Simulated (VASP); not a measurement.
# HfO2: single point with PBE

Crystal: HfO2.

```
CELL_PARAMETERS angstrom
4.88037 0.00000 0.00000
0.00000 4.88037 0.00000
0.00000 0.00000 3.23768
ATOMIC_POSITIONS crystal
Hf 0.00000 0.00000 0.00000
Hf 0.50000 0.50000 0.50000
O 0.19482 0.80518 0.50000
O 0.30518 0.30518 0.00000
O 0.69482 0.69482 0.00000
O 0.80518 0.19482 0.50000
```

| Item | Value |
| --- | --- |
| Program | VASP 6.6.1 |
| Task | single point |
| Functional | PBE |
| Potentials or basis | VASP PAW PBE potentials, release 64 (Hf_pv, O) |
| Cutoff | 520 eV |
| k mesh | 6 × 6 × 8 |
| Occupations | gaussian, width 0.02 eV |
| Spin | no spin polarisation |

```
Pressure               : -2.7 GPa
Largest force          : 0.051 eV/Å
Band gap on the k mesh : 3.84 eV
```

Forces in eV/Å, atoms in the order of the input:
```
Hf   0.000  0.000  0.000
Hf   0.000  0.000  0.000
O   -0.036  0.036  0.000
O    0.036  0.036  0.000
O   -0.036 -0.036  0.000
O    0.036 -0.036  0.000
```

Stress tensor (GPa, compression positive):
```
-2.49  0.00  0.00
 0.00 -2.49  0.00
 0.00  0.00 -3.23
```

Levels at points of the mesh, in eV from the valence-band top:
```tsv
k point	band 18	band 19	band 20	band 21	band 22	band 23	band 24	band 25	band 26	band 27
(0.00, 0.00, 0.00)	-1.62	-0.75	-0.50	-0.50	0.00	3.84	4.04	5.07	5.42	5.42
(0.50, 0.00, 0.00)	-2.69	-1.44	-1.44	-0.64	-0.64	4.48	4.48	6.00	6.00	6.26
(0.50, 0.50, 0.00)	-1.70	-1.14	-1.14	-0.86	-0.86	4.08	4.08	5.48	5.48	6.42
(0.00, 0.00, 0.50)	-2.08	-1.99	-1.99	-0.97	-0.97	5.41	5.41	5.88	5.88	5.95
(0.50, 0.00, 0.50)	-1.77	-1.74	-1.74	-0.90	-0.90	4.08	4.08	6.14	6.14	6.67
(0.50, 0.50, 0.50)	-2.05	-1.04	-1.04	-0.52	-0.52	4.98	4.98	5.66	5.66	6.25
```

It took 50 s on 1 thread of Intel(R) Xeon(R) 6975P-C (Granite Rapids), with other jobs on the host, peak memory 0.24 GiB.

Caveat: spin-orbit coupling is left out, which moves the levels of the heavy elements. A k mesh can miss the band edges.
